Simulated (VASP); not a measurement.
GaSb, 2 atoms in the cell. Symmetry: I-4m2, No. 119, tetragonal system. The conventional cell has a = 5.470 Å, b = 5.470 Å, c = 3.160 Å, α = 90.00°, β = 90.00°, γ = 90.00°. Within 3.8 Å of Sb (site symmetry -4m2) lie 8 Ga at 2.85 to 3.62 Å and 2 Sb at 3.16 Å. Within 3.8 Å of Ga (site symmetry -4m2) lie 8 Sb at 2.85 to 3.62 Å and 2 Ga at 3.16 Å. 

| Item | Value |
| --- | --- |
| Program | VASP 6.6.1 |
| Task | single point |
| Functional | PBE0 |
| Potentials or basis | VASP PAW PBE potentials, release 64 (Sb, Ga_d) |
| Cutoff | 520 eV |
| k mesh | 6 × 6 × 6 |
| Occupations | fermi-dirac, width 0.05 eV |
| Spin | no spin polarisation |
| Dipole correction | no |
| Grid for exact exchange (PRECFOCK) | Normal |
| Further INCAR settings | ALGO = Normal; EDIFF = 1e-06; NBANDS = 16 |
| Share of exact exchange | 0.25 |

Potentials or basis: VASP PAW PBE potentials, release 64 (Sb, Ga_d).

Run with:

```console
$ cat potpaw_PBE.64/Sb/POTCAR potpaw_PBE.64/Ga_d/POTCAR > POTCAR
$ cp INCAR.step1 INCAR
$ mpirun -np 4 vasp_std > vasp.out
$ cp INCAR.step2 INCAR
$ mpirun -np 4 vasp_std > vasp.out
```

Hardware: 4 MPI ranks on Intel(R) Xeon(R) Platinum 8259CL CPU @ 2.50GHz (Skylake/Cascade Lake), on a shared host.

**Question.** Estimate the wall time of this run.

**Answer.** Wall time 32 min on 4 MPI ranks on Intel(R) Xeon(R) Platinum 8259CL CPU @ 2.50GHz (Skylake/Cascade Lake), on a shared host, peak memory 0.21 GiB a rank. Counts: k points 30.
